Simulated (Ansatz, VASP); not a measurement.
# Two plane-wave programs on H3C49F

```
CELL_PARAMETERS angstrom
5.03020 0.00000 0.00000
0.00000 7.11378 0.00000
0.00000 0.00000 26.04075
ATOMIC_POSITIONS crystal
C 0.25000 0.50000 0.30721
C 0.25000 0.00000 0.30721
C 0.75000 0.50000 0.30721
C 0.75000 0.00000 0.30721
C 0.50000 0.62500 0.30721
C 0.50000 0.12500 0.30721
C 0.00000 0.62500 0.30721
C 0.00000 0.12500 0.30721
C 0.50000 0.75000 0.35550
C 0.50000 0.25000 0.35550
C 0.00000 0.75000 0.35550
C 0.00000 0.25000 0.35550
C 0.75000 0.87500 0.35550
C 0.75000 0.37500 0.35550
C 0.25000 0.87500 0.35550
C 0.25000 0.37500 0.35550
C 0.75000 0.00000 0.40379
C 0.75000 0.50000 0.40379
C 0.25000 0.00000 0.40379
C 0.25000 0.50000 0.40379
C 0.00000 0.12500 0.40379
C 0.00000 0.62500 0.40379
C 0.50000 0.12500 0.40379
C 0.50000 0.62500 0.40379
C 0.00001 0.25058 0.45183
C 0.99999 0.75057 0.45183
C 0.50000 0.25057 0.45184
C 0.50002 0.75054 0.45184
C 0.25001 0.37443 0.45182
C 0.25001 0.87442 0.45182
C 0.75000 0.37448 0.45186
C 0.75000 0.87446 0.45184
C 0.25002 0.50468 0.50168
C 0.25002 0.00458 0.50159
C 0.75000 0.50455 0.50166
C 0.74999 0.00467 0.50161
C 0.50005 0.62041 0.50167
C 0.49995 0.12040 0.50160
C 0.99999 0.62038 0.50167
C 0.00005 0.12039 0.50160
C 0.50009 0.76485 0.54255
C 0.50002 0.26448 0.54256
C 0.00001 0.76500 0.54242
C 0.99996 0.26448 0.54254
C 0.74998 0.86059 0.54259
C 0.74998 0.36031 0.54268
C 0.25006 0.86052 0.54255
C 0.25001 0.36001 0.54239
C 0.89743 0.59379 0.66553
F 0.16941 0.56392 0.65682
H 0.85631 0.74498 0.66252
H 0.78350 0.51682 0.63628
H 0.84755 0.54182 0.70406
```

Alike in both runs: task single point; functional PBE; dispersion D3(BJ); k mesh 3 × 2 × 1; occupations gaussian, width 0.05 eV; no spin polarisation.

|  | VASP | Ansatz |
| --- | --- | --- |
| version | VASP 6.6.1 | Ansatz 0.2.0 |
| potentials or method | VASP PAW PBE potentials, release 64 (C, F, H), cutoff 520 eV | scalar-relativistic, plane waves, PAW |
| valence electrons in the cell | 206 | 206 |

|  | VASP | Ansatz | Ansatz less VASP |
| --- | --- | --- | --- |
| gap on the k mesh at the Fermi level (eV) | none | none | - |
| rms of the force components (eV/Å) | 1.108 | 1.111 | +0.0030 |
| work function, face that differs most (eV) | 4.97 | 4.98 | +0.004 |

Atom by atom the forces differ by 0.036 eV/Å (rms over components). A gap of «none» marks a metal or a gap that the smearing closes.

The k mesh is coarse, so the values compare programs but aren't converged.
